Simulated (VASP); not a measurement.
Wanted: the native input for a VASP 6.6.1 run.

```
Task                   : single point
Functional             : PBE
Potentials or basis    : VASP PAW PBE potentials, release 64 (Cd, As)
Cutoff                 : 520 eV
k mesh                 : 12 × 12 × 16
Occupations            : gaussian, width 0.1 eV
Spin                   : no spin polarisation
Dipole correction      : no
Further INCAR settings : ALGO = Fast; EDIFF = 1e-06; NBANDS = 22
```

The structure of Cd2As lies in POSCAR:

```
Cd2As
1.0
    5.1142660098      0.0000000000      0.0000000000
   -2.5571330049      4.4290842862      0.0000000000
    0.0000000000      0.0000000000      2.9845166489
Cd As
2 1
Direct
    0.3333333333      0.6666666667      0.5000000000
    0.6666666667      0.3333333333      0.5000000000
    0.0000000000      0.0000000000      0.0000000000
```

One way to write it, as run:

INCAR

```
SYSTEM = Cd2As
PREC = Accurate
ENCUT = 520
EDIFF = 1E-6
ISMEAR = 0
SIGMA = 0.1
LREAL = .False.
LASPH = .True.
NELM = 60
ALGO = Fast
ISIF = 2
LWAVE = .False.
LCHARG = .True.
GGA = PE
LELF = .True.
LVHAR = .True.
NBANDS = 22
```

KPOINTS

```
Automatic mesh
0
Gamma
  12 12 16
  0 0 0
```

Potentials or basis: VASP PAW PBE potentials, release 64 (Cd, As).

Launch:

```sh
$ cat potpaw_PBE.64/Cd/POTCAR potpaw_PBE.64/As/POTCAR > POTCAR
$ mpirun -np 1 vasp_std > vasp.out
```

Results of the run:

The pressure is 0.2 GPa and the band gap on the k mesh is zero (an odd number of electrons rules out a gap without spin polarisation).

It took 110 s on 1 thread of AMD EPYC 9R45 (Zen 5), on a shared host, peak memory 0.33 GiB.
